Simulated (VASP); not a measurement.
# Ba (Im-3m) in VASP: single point with LDA

Aim: the single point of Ba with LDA.

All numbers are computed with VASP 6.6.1; they aren't measurements. Logs are shortened: lines on timing, memory, paths and dates and some standing lists are left out, and cuts for length are marked.

### 1 The cell of the first run

Symmetry: Im-3m, No. 229, cubic system. The conventional cell has a = 4.627 Å, b = 4.627 Å, c = 4.627 Å, α = 90.00°, β = 90.00°, γ = 90.00°. Ba (site symmetry m-3m) has 14 Ba at 4.01 to 4.63 Å within 5.3 Å.

### 2 Single point, LDA (49.54 Å³/atom)

INCAR reads:

```
PREC = Accurate
ENCUT = 520
EDIFF = 1E-6
ISMEAR = -1
SIGMA = 0.05
LREAL = F
LASPH = T
NELM = 100
ALGO = Normal
ISIF = 2
LWAVE = F
LCHARG = F
NBANDS = 11
```

KPOINTS reads:

```
regular mesh
0
Gamma
  11 11 11
```

POSCAR reads:

```
Ba
1.0
   -2.3137294753      2.3137294753      2.3137294753
    2.3137294753     -2.3137294753      2.3137294753
    2.3137294753      2.3137294753     -2.3137294753
Ba
1
Direct
    0.0000000000      0.0000000000      0.0000000000
```

Potentials or basis: VASP PAW LDA potentials, release 64 (Ba_sv).

Run with:

```sh
$ cat potpaw_LDA.64/Ba_sv/POTCAR > POTCAR
$ mpirun -np 1 vasp_std > vasp.out
```

OUTCAR:

```text
PREC = Accurate
   ENCUT = 520
   EDIFF = 1E-6
   ISMEAR = -1
   LREAL = F
   LASPH = T
   NELM = 100
   ISIF = 2

 ion  position               nearest neighbor table
   1  0.000  0.000  0.000-

  LATTYP: Found a body centered cubic cell.
 ALAT       =     4.6274589506

  Lattice vectors:

 A1 = (  -2.3137294753,   2.3137294753,   2.3137294753)
 A2 = (   2.3137294753,  -2.3137294753,   2.3137294753)
 A3 = (   2.3137294753,   2.3137294753,  -2.3137294753)

Analysis of symmetry for initial positions (statically):
=====================================================================
 Subroutine PRICEL returns:
 Original cell was already a primitive cell.

 Routine SETGRP: Setting up the symmetry group for a
 body centered cubic supercell.

 Subroutine GETGRP returns: Found 48 space group operations
 (whereof 48 operations were pure point group operations)
 out of a pool of 48 trial point group operations.

The static configuration has the point symmetry O_h .

Analysis of symmetry for dynamics (positions and initial velocities):
=====================================================================
 Subroutine PRICEL returns:
 Original cell was already a primitive cell.

 Routine SETGRP: Setting up the symmetry group for a
 body centered cubic supercell.

 Subroutine GETGRP returns: Found 48 space group operations
 (whereof 48 operations were pure point group operations)
 out of a pool of 48 trial point group operations.

The dynamic configuration has the point symmetry O_h .

 Subroutine INISYM returns: Found 48 space group operations
 (whereof 48 operations are pure point group operations),
 and found     1 'primitive' translations

----------------------------------------------------------------------------------------

                                     Primitive cell

  volume of cell :      49.5448

  direct lattice vectors                    reciprocal lattice vectors
    -2.313729475  2.313729475  2.313729475     0.000000000  0.216101323  0.216101323
     2.313729475 -2.313729475  2.313729475     0.216101323  0.000000000  0.216101323
     2.313729475  2.313729475 -2.313729475     0.216101323  0.216101323  0.000000000

  length of vectors
     4.007497006  4.007497006  4.007497006     0.305613421  0.305613421  0.305613421

  position of ions in fractional coordinates (direct lattice)
     0.000000000  0.000000000  0.000000000

  ion indices of the primitive-cell ions
   primitive index   ion index
                 1           1

[... 77 lines left out ...]
   ISIF   =      2    stress and relaxation
   ISYM   =      2    0-nonsym 1-usesym 2-fastsym
   POTIM  = 0.5000    time-step for ionic-motion
   TEBEG  =    0.0;   TEEND  =   0.0 temperature during run
   PSTRESS=    0.0 pullay stress
   NELECT =      10.0000    total number of electrons
   NUPDOWN=      -1.0000    fix difference up-down
   EMIN   =  10.00;   EMAX   =-10.00  energy-range for DOS
   EFERMI =   0.00;   METHOD = LEGACY
   ISMEAR =    -1;   SIGMA  =   0.05  broadening in eV -4-tet -1-fermi 0-gaus
   EFERMI_NEDOS =   21; number of points for ismear=-14 and -15
   IALGO  =     38    algorithm
   IMIX   =      4    mixing-type and parameters
     AMIX     =   0.40;   BMIX     =  1.00
     AMIX_MAG =   1.60;   BMIX_MAG =  1.00
  volume/ion in A,a.u.               =      49.54       334.34
  Fermi-wavevector in a.u.,A,eV,Ry     =   0.960304  1.814712 12.547083  0.922185
  Thomas-Fermi vector in A             =   2.089577
   LORBIT       =      0    0 simple, 1 ext, 2 COOP (PROOUT), +10 PAW based schemes
   GGA     = CA    functional components
   LHFCALC =     F    Hartree Fock is set to
   AEXX    =    0.0000 exact exchange contribution
   IVDW    =     0    specifies the selected vdW correction
   LEPSILON=     F    determine dielectric tensor
   LRPA    =     F    only Hartree local field effects (RPA)
 non-spin polarized calculation
  energy-cutoff  :      520.00
  volume of cell :       49.54
 maximum number of plane-waves:      1409
 NGX is ok and might be reduce to    30
   NGX = 15   NGY = 15   NGZ = 15

 number of electron      10.0000000 magnetization

 number of electron       9.9999999 magnetization

 Free energy of the ion-electron system (eV)
  ---------------------------------------------------
  ext. energy  EPLUGINS =         0.00000000
  ---------------------------------------------------
  free energy    TOTEN  =        -2.23981866 eV

  energy without entropy =       -2.23052648  energy(sigma->0) =       -2.23517257

 E-fermi :   2.2775     XC(G=0):  -8.4381

 val. band max:        2.2186684813   @ k =   0.3636   0.2727  -0.0000
 cond. band min:       2.3042817615   @ k =  -0.3636   0.3636   0.2727
 fundamental gap:      0.0856132802
 Fermi energy:         2.2774775293

 k-point     1 :       0.0000    0.0000    0.0000
  band No.  band energies     occupation
      1     -26.1789      2.00000
      2     -10.9208      2.00000
      3     -10.9208      2.00000
      4     -10.9208      2.00000
      5      -0.5033      2.00000
      6       4.3171      0.00000
      7       4.3171      0.00000
      8       4.3171      0.00000
      9       6.1444      0.00000
     10       6.1444      0.00000
     11       9.9779      0.00000
[... 309 lines left out ...]
 k-point    24 :       0.3636    0.1818    0.0909
  band No.  band energies     occupation
      1     -26.0506      2.00000
      2     -11.7317      2.00000
      3     -11.3689      2.00000
      4     -11.0904      2.00000
      5       2.1285      1.90325
      6       2.8546      0.00002
      7       3.7889      0.00000
      8       6.5379      0.00000
      9       6.9827      0.00000
     10       8.6776      0.00000
     11       9.7652      0.00000

 [... further k-points ...]

------------------------ aborting loop because EDIFF is reached ----------------------------------------

  FORCE on cell =-STRESS in cart. coord.  units (eV):
  Direction    XX          YY          ZZ          XY          YZ          ZX
  --------------------------------------------------------------------------------------
  -------------------------------------------------------------------------------------
  Total        0.3464545      0.3464545      0.3464545      0.0000000     -0.0000000      0.0000000
  in kB       11.2036383     11.2036383     11.2036383      0.0000000     -0.0000000      0.0000000
  external PRESSURE =      11.2036383 kB  Pullay stress =       0.0000000 kB

 VOLUME and BASIS-vectors are now :
 -----------------------------------------------------------------------------
  energy-cutoff  :      520.00
  volume of cell :       49.54
      direct lattice vectors                 reciprocal lattice vectors
    -2.313729475  2.313729475  2.313729475     0.000000000  0.216101323  0.216101323
     2.313729475 -2.313729475  2.313729475     0.216101323  0.000000000  0.216101323
     2.313729475  2.313729475 -2.313729475     0.216101323  0.216101323  0.000000000

 POSITION                                       TOTAL-FORCE (eV/Angst)
 -----------------------------------------------------------------------------------
      0.00000      0.00000      0.00000         0.000000     -0.000000      0.000000
 -----------------------------------------------------------------------------------
    total drift:                               -0.000000     -0.000000      0.000000

  FREE ENERGIE OF THE ION-ELECTRON SYSTEM (eV)
  ---------------------------------------------------
  free  energy   TOTEN  =        -2.2398186583 eV

  energy  without entropy=       -2.2305264757  energy(sigma->0) =       -2.23517257
```

Wall time 29 s (1 thread of AMD EPYC 7R43 (Zen 3), shared host); peak memory 0.13 GiB.

Results:

| Item | Value |
| --- | --- |
| Free energy | -2.2398 eV |
| Pressure | 1.1 GPa |
| Band gap on the k mesh | zero (bands 5 and 6 overlap by 1.35 eV) |

Caveat: spin-orbit coupling is left out, which moves the levels of the heavy elements.
